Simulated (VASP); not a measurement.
Runs of VASP 6.6.1 on BaPm. The structure is that of space group P-6m2 (No. 187), or close to it. The cells are those of the table. 

```tsv
cell	gap on the mesh (eV)	pressure (GPa)	moment (μB)
a = 3.941, b = 3.941, c = 6.479 Å, angles 90.0, 90.0, 120.0°, 2 atoms	none	1.8	5.25
a = 4.020, b = 4.020, c = 6.608 Å, angles 90.0, 90.0, 120.0°, 2 atoms	none	0.9	5.28
a = 3.968, b = 3.968, c = 6.523 Å, angles 90.0, 90.0, 120.0°, 2 atoms	none	1.4	5.25
a = 3.994, b = 3.994, c = 6.566 Å, angles 90.0, 90.0, 120.0°, 2 atoms	none	1.2	(a)
a = 3.887, b = 3.887, c = 6.389 Å, angles 90.0, 90.0, 120.0°, 2 atoms	none	(b)	5.25
```

Alike in all rows: task single point; level PBE; potentials or basis VASP PAW PBE potentials, release 64 (Pm, Ba_sv); spin collinear, ferromagnetic start; k mesh 8 × 8 × 4; cutoff (eV) 520; smearing fermi-dirac 0.05 eV.

Q: Fill in the values left out.

A: (a) 5.27; (b) 2.4.

Caveats: the magnetic or orbital state may not be the lowest; spin-orbit coupling is left out, which moves the levels of the heavy elements; semilocal functionals describe open f shells poorly, which spoils levels, moments and volumes.

A k mesh can miss the band edges, and the runs leave out spin-orbit coupling on Ba, Pm.

A gap of «none» marks levels without a gap at the run's occupations.
